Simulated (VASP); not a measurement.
# SnSe (Fm-3m) in VASP: notebook

Runs on SnSe. Level: PBE. Tasks: relaxation of cell and atoms.

All numbers are computed with VASP 6.6.1; they aren't measurements. Logs are shortened: lines on timing, memory, paths and dates and some standing lists are left out, and cuts for length are marked.

### Step 1. The cell of the first run

The structure is cubic, space group Fm-3m (No. 225). Conventional cell: a = 5.438 Å, b = 5.438 Å, c = 5.438 Å, α = 90.00°, β = 90.00°, γ = 90.00°. Sn (site symmetry m-3m) has 6 Se at 2.72 Å within 3.6 Å. Within 3.6 Å of Se (site symmetry m-3m) lie 6 Sn at 2.72 Å.

### Step 2. Relaxation of cell and atoms, PBE, target pressure 40 GPa, at which the enthalpy is minimised

Input file INCAR:

```
SYSTEM = SnSe
PREC     = Accurate       ! precision mode
ENCUT    = 600            ! plane-wave cutoff, eV
EDIFF    = 1E-6           ! SCF threshold, eV
ISMEAR   = 0              ! smearing method
SIGMA    = 0.01           ! smearing width, eV
LREAL    = .False.        ! projectors in reciprocal space
LASPH    = .True.         ! aspherical terms in the spheres
NELM     = 80             ! most SCF steps
ALGO     = Normal         ! electronic algorithm
ISIF     = 3              ! what is computed and relaxed
LWAVE    = .False.        ! write WAVECAR
LCHARG   = .False.        ! write CHGCAR
GGA      = PE             ! functional
IBRION   = 2              ! ionic algorithm
NSW      = 70             ! ionic steps
EDIFFG   = -0.008         ! ionic threshold
PSTRESS  = 400.0
```

Input file KPOINTS:

```
regular mesh
0
Gamma
  12 12 12
  0 0 0
```

Input file POSCAR:

```
SnSe
1.0
    0.0000000000      2.7190128711      2.7190128711
    2.7190128711      0.0000000000      2.7190128711
    2.7190128711      2.7190128711      0.0000000000
Sn Se
1 1
Direct
    0.0000000000      0.0000000000      0.0000000000
    0.5000000000      0.5000000000      0.5000000000
```

Potentials or basis: VASP PAW PBE potentials, release 64 (Sn_d, Se).

Run with:

```sh
$ cat potpaw_PBE.64/Sn_d/POTCAR potpaw_PBE.64/Se/POTCAR > POTCAR
$ mpirun -np 1 vasp_std > vasp.out
```

OUTCAR:

```text
SYSTEM = SnSe
   PREC = Accurate
   ENCUT = 600
   EDIFF = 1E-6
   ISMEAR = 0
   LREAL = .False.
   LASPH = .True.
   NELM = 80
   ISIF = 3
   GGA = PE
   IBRION = 2
   NSW = 70
   EDIFFG = -0.008
   PSTRESS = 400.0

 ion  position               nearest neighbor table
   1  0.000  0.000  0.000-   2 2.72   2 2.72   2 2.72   2 2.72   2 2.72   2 2.72
   2  0.500  0.500  0.500-   1 2.72   1 2.72   1 2.72   1 2.72   1 2.72   1 2.72

  LATTYP: Found a face centered cubic cell.
 ALAT       =     5.4380257422

  Lattice vectors:

 A1 = (   0.0000000000,   2.7190128711,   2.7190128711)
 A2 = (   2.7190128711,   0.0000000000,   2.7190128711)
 A3 = (   2.7190128711,   2.7190128711,   0.0000000000)

Analysis of symmetry for initial positions (statically):
=====================================================================
 Subroutine PRICEL returns:
 Original cell was already a primitive cell.

 Routine SETGRP: Setting up the symmetry group for a
 face centered cubic supercell.

 Subroutine GETGRP returns: Found 48 space group operations
 (whereof 48 operations were pure point group operations)
 out of a pool of 48 trial point group operations.

The static configuration has the point symmetry O_h .

Analysis of symmetry for dynamics (positions and initial velocities):
=====================================================================
 Subroutine PRICEL returns:
 Original cell was already a primitive cell.

 Routine SETGRP: Setting up the symmetry group for a
 face centered cubic supercell.

 Subroutine GETGRP returns: Found 48 space group operations
 (whereof 48 operations were pure point group operations)
 out of a pool of 48 trial point group operations.

The dynamic configuration has the point symmetry O_h .

 Subroutine INISYM returns: Found 48 space group operations
 (whereof 48 operations are pure point group operations),
 and found     1 'primitive' translations

----------------------------------------------------------------------------------------

                                     Primitive cell

  volume of cell :      40.2035

  direct lattice vectors                    reciprocal lattice vectors
     0.000000000  2.719012871  2.719012871    -0.183890266  0.183890266  0.183890266
     2.719012871  0.000000000  2.719012871     0.183890266 -0.183890266  0.183890266
     2.719012871  2.719012871  0.000000000     0.183890266  0.183890266 -0.183890266

  length of vectors
     3.845264879  3.845264879  3.845264879     0.318507284  0.318507284  0.318507284

  position of ions in fractional coordinates (direct lattice)
     0.000000000  0.000000000  0.000000000
     0.500000000  0.500000000  0.500000000

  ion indices of the primitive-cell ions
   primitive index   ion index
                 1           1
                 2           2

----------------------------------------------------------------------------------------

 KPOINTS: regular mesh

Automatic generation of k-mesh.
 Grid dimensions read from file:
 generate k-points for:   12   12   12

 Generating k-lattice:

  Cartesian coordinates                     Fractional coordinates (reciprocal lattice)
    -0.015324189  0.015324189  0.015324189     0.083333333  0.000000000  0.000000000
     0.015324189 -0.015324189  0.015324189     0.000000000  0.083333333  0.000000000
     0.015324189  0.015324189 -0.015324189     0.000000000  0.000000000  0.083333333

  Length of vectors
     0.026542274  0.026542274  0.026542274

  Shift w.r.t. Gamma in fractional coordinates (k-lattice)
     0.000000000  0.000000000  0.000000000

 Subroutine IBZKPT returns following result:
 ===========================================

 Found     72 irreducible k-points:

 Following reciprocal coordinates:
            Coordinates               Weight
  0.000000  0.000000  0.000000      1.000000
  0.083333  0.000000  0.000000      8.000000
  0.166667  0.000000  0.000000      8.000000
  0.250000  0.000000  0.000000      8.000000
  0.333333  0.000000  0.000000      8.000000
  0.416667  0.000000  0.000000      8.000000
[... 16 lines left out ...]
  0.500000  0.166667  0.000000     24.000000
 -0.416667  0.166667  0.000000     24.000000
 [... further k-points ...]
   k-points           NKPTS =     72   k-points in BZ     NKDIM =     72   number of bands    NBANDS=     14
   number of dos      NEDOS =    301   number of ions     NIONS =      2
   total plane-waves  NPLWV =  32768
   dimension x,y,z NGX =    32 NGY =   32 NGZ =   32
   dimension x,y,z NGXF=    64 NGYF=   64 NGZF=   64
   ions per type =               1   1
   NGX,Y,Z   is equivalent  to a cutoff of  13.83, 13.83, 13.83 a.u.
   NGXF,Y,Z  is equivalent  to a cutoff of  27.67, 27.67, 27.67 a.u.
 SYSTEM =  SnSe
   PREC   = accura    normal or accurate (medium, high low for compatibility)
   ISTART =      0    job   : 0-new  1-cont  2-samecut
   ICHARG =      2    charge: 1-file 2-atom 10-const
   ISPIN  =      1    spin polarized calculation?
   LNONCOLLINEAR =      F non collinear calculations
   LSORBIT =      F    spin-orbit coupling
   LASPH  =      T    aspherical Exc in radial PAW
   ENCUT  =  600.0 eV  44.10 Ry    6.64 a.u.   7.68  7.68  7.68*2*pi/ulx,y,z
   NELM   =     80;   NELMIN=  2; NELMDL= -5     # of ELM steps
   EDIFF  = 0.1E-05   stopping-criterion for ELM
   LREAL  =      F    real-space projection
   EDIFFG = -.8E-02   stopping-criterion for IOM
   NSW    =     70    number of steps for IOM
   IBRION =      2    ionic relax: 0-MD 1-quasi-New 2-CG
   NFREE  =      1    steps in history (QN), initial steepest desc. (CG)
   ISIF   =      3    stress and relaxation
   ISYM   =      2    0-nonsym 1-usesym 2-fastsym
   POTIM  = 0.5000    time-step for ionic-motion
   TEBEG  =    0.0;   TEEND  =   0.0 temperature during run
   PSTRESS=  400.0 pullay stress
   NELECT =      20.0000    total number of electrons
   NUPDOWN=      -1.0000    fix difference up-down
   EMIN   =  10.00;   EMAX   =-10.00  energy-range for DOS
   EFERMI =   0.00;   METHOD = LEGACY
   ISMEAR =     0;   SIGMA  =   0.01  broadening in eV -4-tet -1-fermi 0-gaus
   EFERMI_NEDOS =   21; number of points for ismear=-14 and -15
   IALGO  =     38    algorithm
   IMIX   =      4    mixing-type and parameters
     AMIX     =   0.40;   BMIX     =  1.00
     AMIX_MAG =   1.60;   BMIX_MAG =  1.00
  volume/ion in A,a.u.               =      20.10       135.65
  Fermi-wavevector in a.u.,A,eV,Ry     =   1.297170  2.451296 22.893844  1.682650
  Thomas-Fermi vector in A             =   2.428580
   LORBIT       =      0    0 simple, 1 ext, 2 COOP (PROOUT), +10 PAW based schemes
   GGA     = PE    functional components
   LHFCALC =     F    Hartree Fock is set to
   AEXX    =    0.0000 exact exchange contribution
   IVDW    =     0    specifies the selected vdW correction
   LEPSILON=     F    determine dielectric tensor
   LRPA    =     F    only Hartree local field effects (RPA)
 conjugate gradient relaxation of ions
 non-spin polarized calculation
 Gauss-broadening in eV      SIGMA  =   0.01
  energy-cutoff  :      600.00
  volume of cell :       40.20
 maximum number of plane-waves:      1363
   NGX = 15   NGY = 15   NGZ = 15

--------------------------------------- Ionic step        1  -------------------------------------------

 number of electron      20.0000003 magnetization

 Free energy of the ion-electron system (eV)
  ---------------------------------------------------
  ext. energy  EPLUGINS =         0.00000000
  ---------------------------------------------------
  free energy    TOTEN  =        -7.06447585 eV

  energy without entropy =       -7.06447585  energy(sigma->0) =       -7.06447585

------------------------ aborting loop because EDIFF is reached ----------------------------------------

  FORCE on cell =-STRESS in cart. coord.  units (eV):
  Direction    XX          YY          ZZ          XY          YZ          ZX
  --------------------------------------------------------------------------------------
  -------------------------------------------------------------------------------------
  Total        7.9445275      7.9445275      7.9445275     -0.0000000      0.0000000      0.0000000
  in kB      316.6028871    316.6028871    316.6028871     -0.0000000      0.0000000      0.0000000
  external PRESSURE =     -83.3971129 kB  Pullay stress =     400.0000000 kB
[... 213 lines left out ...]
  enthalpy is  TOTEN    =         2.9229450086 eV   P V=        9.5900244598

--------------------------------------- Ionic step        7  -------------------------------------------

 number of electron      19.9999999 magnetization

 Free energy of the ion-electron system (eV)
  ---------------------------------------------------
  ext. energy  EPLUGINS =         0.00000000
  ---------------------------------------------------
  free energy    TOTEN  =        -6.65227462 eV

  energy without entropy =       -6.65219626  energy(sigma->0) =       -6.65223544

 E-fermi :  10.7681     XC(G=0): -11.3021

 val. band max:       10.7681230793   @ k =  -0.4167   0.1667   0.0833
 cond. band min:      10.8093450607   @ k =   0.5000   0.0833   0.0000
 fundamental gap:      0.0412219814
 Fermi energy:        10.7681230793

 k-point     1 :       0.0000    0.0000    0.0000
  band No.  band energies     occupation
      1     -11.6384      2.00000
      2     -11.6384      2.00000
      3     -11.6157      2.00000
      4     -11.6157      2.00000
      5     -11.6157      2.00000
      6      -6.6498      2.00000
      7       6.7565      2.00000
      8       6.9021      2.00000
      9       6.9021      2.00000
     10       6.9021      2.00000
     11      15.5711      0.00000
     12      15.5711      0.00000
     13      15.5711      0.00000
     14      15.9571      0.00000
[... 375 lines left out ...]
 k-point    24 :      -0.4167    0.1667    0.0000
  band No.  band energies     occupation
      1     -11.7031      2.00000
      2     -11.6665      2.00000
      3     -11.6058      2.00000
      4     -11.5762      2.00000
      5     -11.5649      2.00000
      6      -4.5133      2.00000
      7       0.2232      2.00000
      8       5.0470      2.00000
      9       6.6730      2.00000
     10       9.2045      2.00000
     11      12.0089      0.00000
     12      12.1639      0.00000
     13      15.2478      0.00000
     14      18.1343      0.00000

 [... further k-points ...]
[... 5 lines left out ...]
  --------------------------------------------------------------------------------------
  -------------------------------------------------------------------------------------
  Total        9.5782280      9.5782280      9.5782280      0.0000000      0.0000000      0.0000000
  in kB      400.1282079    400.1282079    400.1282079      0.0000000      0.0000000      0.0000000
  external PRESSURE =       0.1282079 kB  Pullay stress =     400.0000000 kB
[... 17 lines left out ...]
  FREE ENERGIE OF THE ION-ELECTRON SYSTEM (eV)
  ---------------------------------------------------
  free  energy   TOTEN  =        -6.6522746243 eV

  energy  without entropy=       -6.6521962646  energy(sigma->0) =       -6.65223544

  enthalpy is  TOTEN    =         2.9228843128 eV   P V=        9.5751589371

 reached required accuracy - stopping structural energy minimisation
```

Run time: 4.2 min. Hardware: 1 thread of Intel Xeon 8259CL, shared host; peak memory 0.23 GiB.

What came out:

- Free energy: -6.6523 eV
- Relaxed volume: 19.18 Å³/atom
- Relaxed cell: a = 3.785 Å, b = 3.785 Å, c = 3.785 Å, α = 60.00°, β = 60.00°, γ = 60.00°
- Space group after relaxing (to 0.05 Å): Fm-3m (No. 225)
- Energy change on relaxing (the enthalpy is what falls): +206.1 meV/atom
- Ionic steps: 7
- Pressure after relaxing: 40.0 GPa
- Band gap on the k mesh: zero (band 10 reaches 10.89 eV, above the bottom of band 11 at 10.77 eV)

Step by step:
| step | energy change (eV) | largest force (eV/Å) | pressure (GPa) | volume (Å³) |
| --- | --- | --- | --- | --- |
| 1 | 0.0000 | 0.0000 | 31.66 | 40.20 |
| 2 | 1.6877 | 0.0000 | 65.82 | 34.42 |
| 3 | 0.3901 | 0.0000 | 39.60 | 38.44 |
| 4 | 0.4078 | 0.0000 | 39.92 | 38.37 |
| 5 | 0.4168 | 0.0000 | 40.14 | 38.33 |
| 6 | 0.3974 | 0.0000 | 39.69 | 38.41 |
| 7 | 0.4122 | 0.0000 | 40.01 | 38.35 |

Final structure:
```xyz
2
Lattice="0.0000 2.6766 2.6766 2.6766 0.0000 2.6766 2.6766 2.6766 0.0000" Properties=species:S:1:pos:R:3 pbc="T T T"
Sn    0.0000    0.0000    0.0000
Se    2.6766    2.6766    2.6766
```

Caveat: the cell is relaxed towards a set pressure, so the enthalpy falls and the energy may rise; spin-orbit coupling is left out, which moves the levels of the heavy elements.

### Step 3. Relaxation of cell and atoms, PBE, target pressure 20 GPa, at which the enthalpy is minimised

This run uses another cell than the first one, of 22.12 Å³/atom, 1.101 times its volume.

Input file INCAR:

```
SYSTEM = SnSe
PREC = Accurate
ENCUT = 600
EDIFF = 1E-6
ISMEAR = 0
SIGMA = 0.02
LREAL = .False.
LASPH = .True.
NELM = 60
ALGO = Normal
ISIF = 3
LWAVE = .False.
LCHARG = .False.
GGA = PE
IBRION = 2
NSW = 70
EDIFFG = -0.008
PSTRESS = 200.0
```

Input file KPOINTS:

```
Automatic mesh
0
Gamma
  12 12 12
  0 0 0
```

Input file POSCAR:

```
SnSe
1.0
    0.0000000000      2.8072763739      2.8072763739
    2.8072763739      0.0000000000      2.8072763739
    2.8072763739      2.8072763739      0.0000000000
Sn Se
1 1
Direct
    0.0000000000      0.0000000000      0.0000000000
    0.5000000000      0.5000000000      0.5000000000
```

Potentials or basis: VASP PAW PBE potentials, release 64 (Sn_d, Se).

Run with:

```sh
$ cat potpaw_PBE.64/Sn_d/POTCAR potpaw_PBE.64/Se/POTCAR > POTCAR
$ mpirun -np 1 vasp_std > vasp.out
```

Wall time 2.1 min (1 thread of Intel Xeon 8259CL, shared host); peak memory 0.23 GiB.

It converged, with:

```yaml
Free_energy: -7.6036 eV
Relaxed_volume: 21.80 Å³/atom
Relaxed_cell: a = 3.950 Å, b = 3.950 Å, c = 3.950 Å, α = 60.00°, β = 60.00°, γ = 60.00°
Space_group_after_relaxing_to_0.05_Å: Fm-3m (No. 225)
Energy_change_on_relaxing_the_enthalpy_is_what_falls: +38.8 meV/atom
Ionic_steps: 3
Pressure_after_relaxing: 20.0 GPa
Band_gap_on_the_k_mesh: 0.11 eV, indirect (least direct gap 0.36 eV)
```

Step by step:
```tsv
step	energy change (eV)	largest force (eV/Å)	pressure (GPa)	volume (Å³)
1	0.0000	0.0000	18.14	44.25
2	0.2070	0.0000	22.82	42.63
3	0.0776	0.0000	19.97	43.59
```

Final structure:
```
Sn Se
1.0
     0.00000    2.79341    2.79341
     2.79341    0.00000    2.79341
     2.79341    2.79341    0.00000
Sn Se
1 1
Cartesian
  0.0000 0.0000 0.0000
  2.7934 2.7934 2.7934
```

Levels at points of the mesh, in eV from the valence-band top:
```csv
k point,band 7,band 8,band 9,band 10,band 11,band 12,band 13,band 14
"(0.00, 0.00, 0.00)",-4.53,-3.24,-3.24,-3.24,4.84,4.84,4.84,5.19
"(0.50, 0.00, 0.00)",-9.78,-2.92,-2.92,-0.55,0.68,0.68,1.22,8.55
"(0.50, 0.50, 0.00)",-7.55,-6.45,-5.17,-5.17,1.82,6.36,6.36,7.17
```

Caveat: the cell is relaxed towards a set pressure, so the enthalpy falls and the energy may rise; spin-orbit coupling is left out, which moves the levels of the heavy elements. A k mesh can miss the band edges.
